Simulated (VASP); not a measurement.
# SiNi3 (P4mm) in VASP: a series of runs, part 2 of 2

VASP 6.6.1. Earlier steps stand in the parts before.

### 3 Single point, PBE (all Ni atoms moved +0.125 Å, as atom 2 along Cartesian [0 1 0])

INCAR reads:

```
SYSTEM = SiNi3
  PREC = Accurate
  ENCUT = 520
  EDIFF = 1E-6
  ISMEAR = 0
  SIGMA = 0.15
  LREAL = .False.
  LASPH = .True.
  NELM = 60
  ALGO = Fast
  ISIF = 2
  LWAVE = .False.
  LCHARG = .False.
  GGA = PE
  NBANDS = 25
```

KPOINTS reads:

```
regular mesh
0
Gamma
  14 14 14
  0 0 0
```

POSCAR reads:

```
SiNi3
1.0
    3.5062596291      0.0000000000      0.0000000000
    0.0000000000      3.5062596291      0.0000000000
    0.0000000000      0.0000000000      3.5062596291
Si Ni
1 3
Direct
    0.0000000000      0.0000000000      0.0000000000
    0.0000000000      0.5356505260      0.5000000000
    0.5000000000      0.0356505260      0.5000000000
    0.5000000000      0.5356505260      0.0000000000
```

Potentials or basis: VASP PAW PBE potentials, release 64 (Si, Ni).

Launch:

```sh
cat potpaw_PBE.64/Si/POTCAR potpaw_PBE.64/Ni/POTCAR > POTCAR
mpirun -np 1 vasp_std > vasp.out
```

OUTCAR:

```text
SYSTEM = SiNi3
   PREC = Accurate
   ENCUT = 520
   EDIFF = 1E-6
   ISMEAR = 0
   LREAL = .False.
   LASPH = .True.
   NELM = 60
   ISIF = 2
   GGA = PE

 ion  position               nearest neighbor table
   1  0.000  0.000  0.000-   2 2.39   4 2.39   2 2.39   4 2.39   3 2.48   3 2.48   3 2.48   3 2.48
                             4 2.57   2 2.57   2 2.57   4 2.57
   2  0.000  0.536  0.500-   1 2.39   1 2.39   4 2.48   3 2.48   4 2.48   3 2.48   3 2.48   4 2.48
                             4 2.48   3 2.48   1 2.57   1 2.57
   3  0.500  0.036  0.500-   2 2.48   4 2.48   4 2.48   2 2.48   4 2.48   4 2.48   2 2.48   2 2.48
                             1 2.48   1 2.48   1 2.48   1 2.48
   4  0.500  0.536  0.000-   1 2.39   1 2.39   3 2.48   2 2.48   3 2.48   3 2.48   3 2.48   2 2.48
                             2 2.48   2 2.48   1 2.57   1 2.57

  LATTYP: Found a simple cubic cell.
 ALAT       =     3.5062596291

  Lattice vectors:

 A1 = (   3.5062596291,   0.0000000000,   0.0000000000)
 A2 = (   0.0000000000,   3.5062596291,   0.0000000000)
 A3 = (   0.0000000000,   0.0000000000,   3.5062596291)

Analysis of symmetry for initial positions (statically):
=====================================================================
 Subroutine PRICEL returns:
 Original cell was already a primitive cell.

 Routine SETGRP: Setting up the symmetry group for a
 simple cubic supercell.

 Subroutine GETGRP returns: Found  8 space group operations
 (whereof  8 operations were pure point group operations)
 out of a pool of 48 trial point group operations.

The static configuration has the point symmetry C_4v.

Analysis of symmetry for dynamics (positions and initial velocities):
=====================================================================
 Subroutine PRICEL returns:
 Original cell was already a primitive cell.

 Routine SETGRP: Setting up the symmetry group for a
 simple cubic supercell.

 Subroutine GETGRP returns: Found  8 space group operations
 (whereof  8 operations were pure point group operations)
 out of a pool of 48 trial point group operations.

The dynamic configuration has the point symmetry C_4v.

 Subroutine INISYM returns: Found  8 space group operations
 (whereof  8 operations are pure point group operations),
 and found     1 'primitive' translations

----------------------------------------------------------------------------------------

                                     Primitive cell

  volume of cell :      43.1055

  direct lattice vectors                    reciprocal lattice vectors
     3.506259629  0.000000000  0.000000000     0.285204208  0.000000000  0.000000000
     0.000000000  3.506259629  0.000000000     0.000000000  0.285204208  0.000000000
     0.000000000  0.000000000  3.506259629     0.000000000  0.000000000  0.285204208

  length of vectors
     3.506259629  3.506259629  3.506259629     0.285204208  0.285204208  0.285204208

  position of ions in fractional coordinates (direct lattice)
     0.000000000  0.000000000  0.000000000
     0.000000000  0.535650526  0.500000000
     0.500000000  0.035650526  0.500000000
     0.500000000  0.535650526  0.000000000

  ion indices of the primitive-cell ions
   primitive index   ion index
                 1           1
                 2           2
[... 30 lines left out ...]
            Coordinates               Weight
  0.000000  0.000000  0.000000      1.000000
  0.071429  0.000000  0.000000      4.000000
  0.000000  0.071429  0.000000      2.000000
  0.142857  0.000000  0.000000      4.000000
  0.000000  0.142857  0.000000      2.000000
  0.214286  0.000000  0.000000      4.000000
[... 16 lines left out ...]
  0.071429  0.000000  0.214286      8.000000
  0.285714  0.071429  0.000000      8.000000
 [... further k-points ...]
   k-points           NKPTS =    288   k-points in BZ     NKDIM =    288   number of bands    NBANDS=     25
   number of dos      NEDOS =    301   number of ions     NIONS =      4
   total plane-waves  NPLWV =  21952
   dimension x,y,z NGX =    28 NGY =   28 NGZ =   28
   dimension x,y,z NGXF=    56 NGYF=   56 NGZF=   56
   ions per type =               1   3
   NGX,Y,Z   is equivalent  to a cutoff of  13.28, 13.28, 13.28 a.u.
   NGXF,Y,Z  is equivalent  to a cutoff of  26.55, 26.55, 26.55 a.u.
 SYSTEM =  SiNi3
   PREC   = accura    normal or accurate (medium, high low for compatibility)
   ISTART =      0    job   : 0-new  1-cont  2-samecut
   ICHARG =      2    charge: 1-file 2-atom 10-const
   ISPIN  =      1    spin polarized calculation?
   LNONCOLLINEAR =      F non collinear calculations
   LSORBIT =      F    spin-orbit coupling
   LASPH  =      T    aspherical Exc in radial PAW
   ENCUT  =  520.0 eV  38.22 Ry    6.18 a.u.   6.52  6.52  6.52*2*pi/ulx,y,z
   NELM   =     60;   NELMIN=  2; NELMDL= -5     # of ELM steps
   EDIFF  = 0.1E-05   stopping-criterion for ELM
   LREAL  =      F    real-space projection
   EDIFFG = 0.1E-04   stopping-criterion for IOM
   NSW    =      0    number of steps for IOM
   IBRION =     -1    ionic relax: 0-MD 1-quasi-New 2-CG
   NFREE  =      0    steps in history (QN), initial steepest desc. (CG)
   ISIF   =      2    stress and relaxation
   ISYM   =      2    0-nonsym 1-usesym 2-fastsym
   POTIM  = 0.5000    time-step for ionic-motion
   TEBEG  =    0.0;   TEEND  =   0.0 temperature during run
   PSTRESS=    0.0 pullay stress
   NELECT =      34.0000    total number of electrons
   NUPDOWN=      -1.0000    fix difference up-down
   EMIN   =  10.00;   EMAX   =-10.00  energy-range for DOS
   EFERMI =   0.00;   METHOD = LEGACY
   ISMEAR =     0;   SIGMA  =   0.15  broadening in eV -4-tet -1-fermi 0-gaus
   EFERMI_NEDOS =   21; number of points for ismear=-14 and -15
   IALGO  =     68    algorithm
   IMIX   =      4    mixing-type and parameters
     AMIX     =   0.40;   BMIX     =  1.00
     AMIX_MAG =   1.60;   BMIX_MAG =  1.00
  volume/ion in A,a.u.               =      10.78        72.72
  Fermi-wavevector in a.u.,A,eV,Ry     =   1.512599  2.858397 31.129517  2.287955
  Thomas-Fermi vector in A             =   2.622502
   LORBIT       =      0    0 simple, 1 ext, 2 COOP (PROOUT), +10 PAW based schemes
   GGA     = PE    functional components
   LHFCALC =     F    Hartree Fock is set to
   AEXX    =    0.0000 exact exchange contribution
   IVDW    =     0    specifies the selected vdW correction
   LEPSILON=     F    determine dielectric tensor
   LRPA    =     F    only Hartree local field effects (RPA)
 non-spin polarized calculation
 RMM-DIIS sequential band-by-band and
 Gauss-broadening in eV      SIGMA  =   0.15
  energy-cutoff  :      520.00
  volume of cell :       43.11
 maximum number of plane-waves:      1189
 NGX is ok and might be reduce to    28
   NGX = 13   NGY = 13   NGZ = 13

 number of electron      33.9999979 magnetization

 Free energy of the ion-electron system (eV)
  ---------------------------------------------------
  ext. energy  EPLUGINS =         0.00000000
  ---------------------------------------------------
  free energy    TOTEN  =       -23.65093161 eV

  energy without entropy =      -23.62973723  energy(sigma->0) =      -23.64033442

 E-fermi :  10.6657     XC(G=0): -13.0936

 val. band max:       10.6656051637   @ k =   0.4286   0.4286   0.3571
 cond. band min:      10.6682205294   @ k =   0.0000   0.0000   0.0000
 fundamental gap:      0.0026153657
 Fermi energy:        10.6656705363

 k-point     1 :       0.0000    0.0000    0.0000
  band No.  band energies     occupation
      1      -1.2739      2.00000
      2       5.7785      2.00000
      3       6.5349      2.00000
      4       6.6126      2.00000
      5       7.0936      2.00000
      6       7.0936      2.00000
[... 661 lines left out ...]
     24      19.3218      0.00000
     25      21.5432      0.00000

 [... further k-points ...]

------------------------ aborting loop because EDIFF is reached ----------------------------------------

  FORCE on cell =-STRESS in cart. coord.  units (eV):
  Direction    XX          YY          ZZ          XY          YZ          ZX
  --------------------------------------------------------------------------------------
  -------------------------------------------------------------------------------------
  Total        0.2168544      0.2999919      0.2168544      0.0000000      0.0000000     -0.0000000
  in kB        8.0602142     11.1503347      8.0602142      0.0000000      0.0000000     -0.0000000
  external PRESSURE =       9.0902544 kB  Pullay stress =       0.0000000 kB

 VOLUME and BASIS-vectors are now :
 -----------------------------------------------------------------------------
  energy-cutoff  :      520.00
  volume of cell :       43.11
      direct lattice vectors                 reciprocal lattice vectors
     3.506259629  0.000000000  0.000000000     0.285204208  0.000000000  0.000000000
     0.000000000  3.506259629  0.000000000     0.000000000  0.285204208  0.000000000
     0.000000000  0.000000000  3.506259629     0.000000000  0.000000000  0.285204208

 POSITION                                       TOTAL-FORCE (eV/Angst)
 -----------------------------------------------------------------------------------
      0.00000      0.00000      0.00000        -0.000000      0.669166      0.000000
      0.00000      1.87813      1.75313        -0.000000     -0.360574     -0.000000
      1.75313      0.12500      1.75313         0.000000      0.051982     -0.000000
      1.75313      1.87813      0.00000         0.000000     -0.360574      0.000000
 -----------------------------------------------------------------------------------
    total drift:                                0.000000     -0.000230     -0.000001

  FREE ENERGIE OF THE ION-ELECTRON SYSTEM (eV)
  ---------------------------------------------------
  free  energy   TOTEN  =       -23.6509316090 eV

  energy  without entropy=      -23.6297372283  energy(sigma->0) =      -23.64033442
```

stdout:

```text
POSCAR found type information on POSCAR SiNi
 POSCAR found :  2 types and       4 ions
 scaLAPACK will be used
 LDA part: xc-table for (Slater+PW92), standard interpolation
 POSCAR, INCAR and KPOINTS ok, starting setup
 FFT: planning ... GRIDC
 FFT: planning ... GRID_SOFT
 FFT: planning ... GRID
 WAVECAR not read
 entering main loop
```

Wall time 2.4 min (1 thread of Intel Xeon 6975P-C (Granite Rapids), shared host); peak memory 0.35 GiB.

What came out:

```yaml
Free_energy: -23.6509 eV
Pressure: 0.9 GPa
Largest_force: 0.669 eV/Å
Band_gap_on_the_k_mesh: zero (bands 17 and 18 overlap by 0.25 eV)
```

Forces on the atoms (eV/Å):
```
Si   0.000  0.669  0.000
Ni   0.000 -0.361  0.000
Ni   0.000  0.052  0.000
Ni   0.000 -0.361  0.000
```

Stress tensor (GPa, compression positive):
```
0.81 0.00 0.00
0.00 1.12 0.00
0.00 0.00 0.81
```

Caveat: the cell differs from its parent crystal (all Ni atoms moved +0.125 Å, as atom 2 along Cartesian [0 1 0]).

### 4 Single point, PBE (all Ni atoms moved +0.438 Å, as atom 2 along Cartesian [0 1 0])

INCAR reads:

```
  PREC = Accurate
  ENCUT = 520
  EDIFF = 1E-7
  ISMEAR = 0
  SIGMA = 0.15
  LREAL = F
  LASPH = T
  NELM = 80
  ALGO = Fast
  ISIF = 2
  LWAVE = F
  LCHARG = T
  GGA = PE
  LELF = T
  LVHAR = T
  NBANDS = 25
```

KPOINTS reads:

```
regular mesh
0
Gamma
  14 14 14
```

POSCAR reads:

```
SiNi3
1.0
    3.5062596291      0.0000000000      0.0000000000
    0.0000000000      3.5062596291      0.0000000000
    0.0000000000      0.0000000000      3.5062596291
Si Ni
1 3
Direct
    0.0000000000      0.0000000000      0.0000000000
    0.0000000000      0.6247768409      0.5000000000
    0.5000000000      0.1247768409      0.5000000000
    0.5000000000      0.6247768409      0.0000000000
```

Potentials or basis: VASP PAW PBE potentials, release 64 (Si, Ni).

Launch:

```sh
cat potpaw_PBE.64/Si/POTCAR potpaw_PBE.64/Ni/POTCAR > POTCAR
mpirun -np 1 vasp_std > vasp.out
```

OUTCAR:

```text
PREC = Accurate
   ENCUT = 520
   EDIFF = 1E-7
   ISMEAR = 0
   LREAL = F
   LASPH = T
   NELM = 80
   ISIF = 2
   GGA = PE

 ion  position               nearest neighbor table
   1  0.000  0.000  0.000-   2 2.19   4 2.19   2 2.19   4 2.19   3 2.52   3 2.52   3 2.52   3 2.52
                             4 2.81   2 2.81   2 2.81   4 2.81
   2  0.000  0.625  0.500-   1 2.19   1 2.19   4 2.48   3 2.48   4 2.48   3 2.48   3 2.48   4 2.48
                             4 2.48   3 2.48   1 2.81   1 2.81
   3  0.500  0.125  0.500-   2 2.48   4 2.48   4 2.48   2 2.48   4 2.48   4 2.48   2 2.48   2 2.48
                             1 2.52   1 2.52   1 2.52   1 2.52
   4  0.500  0.625  0.000-   1 2.19   1 2.19   3 2.48   2 2.48   3 2.48   3 2.48   3 2.48   2 2.48
                             2 2.48   2 2.48   1 2.81   1 2.81

  LATTYP: Found a simple cubic cell.
 ALAT       =     3.5062596291

  Lattice vectors:

 A1 = (   3.5062596291,   0.0000000000,   0.0000000000)
 A2 = (   0.0000000000,   3.5062596291,   0.0000000000)
 A3 = (   0.0000000000,   0.0000000000,   3.5062596291)

Analysis of symmetry for initial positions (statically):
=====================================================================
 Subroutine PRICEL returns:
 Original cell was already a primitive cell.
[... 180 lines left out ...]
 fundamental gap:      0.0099129335
 Fermi energy:        10.6220214325

 k-point     1 :       0.0000    0.0000    0.0000
  band No.  band energies     occupation
      1      -1.3089      2.00000
      2       5.6668      2.00000
      3       5.9680      2.00000
      4       6.6906      2.00000
      5       6.7995      2.00000
      6       6.7995      2.00000
[... 661 lines left out ...]
     24      19.6476      0.00000
     25      21.4903      0.00000

 [... further k-points ...]

------------------------ aborting loop because EDIFF is reached ----------------------------------------

  FORCE on cell =-STRESS in cart. coord.  units (eV):
  Direction    XX          YY          ZZ          XY          YZ          ZX
  --------------------------------------------------------------------------------------
  -------------------------------------------------------------------------------------
  Total        2.5692978      2.8976370      2.5692978      0.0000000      0.0000000      0.0000000
  in kB       95.4976766    107.7016469     95.4976766      0.0000000      0.0000000      0.0000000
  external PRESSURE =      99.5656667 kB  Pullay stress =       0.0000000 kB

 VOLUME and BASIS-vectors are now :
 -----------------------------------------------------------------------------
  energy-cutoff  :      520.00
  volume of cell :       43.11
      direct lattice vectors                 reciprocal lattice vectors
     3.506259629  0.000000000  0.000000000     0.285204208  0.000000000  0.000000000
     0.000000000  3.506259629  0.000000000     0.000000000  0.285204208  0.000000000
     0.000000000  0.000000000  3.506259629     0.000000000  0.000000000  0.285204208

 POSITION                                       TOTAL-FORCE (eV/Angst)
 -----------------------------------------------------------------------------------
      0.00000      0.00000      0.00000        -0.000000      3.116544      0.000000
      0.00000      2.19063      1.75313         0.000000     -1.601648      0.000000
      1.75313      0.43750      1.75313         0.000000      0.086752      0.000000
      1.75313      2.19063      0.00000        -0.000000     -1.601648     -0.000000
 -----------------------------------------------------------------------------------
    total drift:                                0.000000     -0.000210     -0.000002

  FREE ENERGIE OF THE ION-ELECTRON SYSTEM (eV)
  ---------------------------------------------------
  free  energy   TOTEN  =       -23.0982863491 eV

  energy  without entropy=      -23.0812386051  energy(sigma->0) =      -23.08976248
```

Run time: 2.5 min. Hardware: 1 thread of Intel Xeon 6975P-C (Granite Rapids), shared host; peak memory 0.36 GiB.

What came out:

| Item | Value |
| --- | --- |
| Free energy | -23.0983 eV |
| Pressure | 10.0 GPa |
| Largest force | 3.117 eV/Å |
| Band gap on the k mesh | zero (bands 17 and 18 overlap by 0.34 eV) |

Forces in eV/Å, atoms in the order of the input:
```
Si   0.000  3.117  0.000
Ni   0.000 -1.602  0.000
Ni   0.000  0.087  0.000
Ni   0.000 -1.602  0.000
```

Stress tensor (GPa, compression positive):
```
 9.55  0.00  0.00
 0.00 10.77  0.00
 0.00  0.00  9.55
```

Caveat: the cell differs from its parent crystal (all Ni atoms moved +0.438 Å, as atom 2 along Cartesian [0 1 0]); the cell stands under pressure; forces of over 1 eV/Å act on the atoms, so gaps and moduli don't describe the material at rest.

### 5 Overview

```tsv
cell	further INCAR settings	gap on the mesh (eV)	pressure (GPa)	largest force (eV/Å)
as given, atomic positions A	ALGO = Fast; EDIFF = 1e-06; NBANDS = 25	none	3.3	1.47
as given, atomic positions B	ALGO = Fast; EDIFF = 1e-06; NBANDS = 25	none	0.9	0.67
as given, atomic positions C	ALGO = Fast; EDIFF = 1e-07; NBANDS = 25	none	10.0	3.12
```

Alike in all rows: task single point; level PBE; potentials or basis VASP PAW PBE potentials, release 64 (Si, Ni); no spin polarisation; k mesh 14 × 14 × 14; cutoff (eV) 520; smearing gaussian 0.15 eV.

Caveats: the cell stands under pressure (at least some runs); forces of over 1 eV/Å act on the atoms, so gaps and moduli don't describe the material at rest (at least some runs).

Absolute energies hang on the potentials; compare differences alone.
